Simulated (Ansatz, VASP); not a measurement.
One calculation of Sn2Te3O, two programs

```xyz
6
Lattice="3.2088 1.8526 5.0129 -3.2088 1.8526 5.0129 0.0000 -3.7052 5.0129" Properties=species:S:1:pos:R:3 pbc="T T T"
Sn    0.0000    0.0000    2.0165
Sn    0.0000    0.0000   13.0222
Te    0.0000    1.8526    5.0129
Te   -1.6044   -0.9263    5.0129
Te    1.6044   -0.9263    5.0129
O     0.0000    0.0000    0.0000
```

Alike in both runs: functional PBE; k mesh 6 × 6 × 6; occupations gaussian, width 0.1 eV; no spin polarisation.

Ansatz relaxed the structure, and its values are those at the end. VASP's run is a single point on that final structure, the one shown.

```csv
,VASP,Ansatz
version,VASP 6.6.1,Ansatz 0.2.0
potentials or method,"VASP PAW PBE potentials, release 64 (Sn_d, Te, O), cutoff 600 eV","scalar-relativistic, plane waves, PAW"
valence electrons in the cell,52,82
```

Ansatz gave:

* gap on the k mesh at the Fermi level (eV): none
* pressure (GPa): 0.0
* rms of the force components (eV/Å): 0.000

What did VASP give for the same quantities?

gap on the k mesh at the Fermi level (eV): none; pressure (GPa): 0.0; rms of the force components (eV/Å): 0.020.

A gap of «none» marks a metal or a gap that the smearing closes. VASP's potentials hold 52 valence electrons a cell and Ansatz's 82, so a difference there can come from the potentials and not from the codes.

Neither program's run includes spin-orbit coupling.
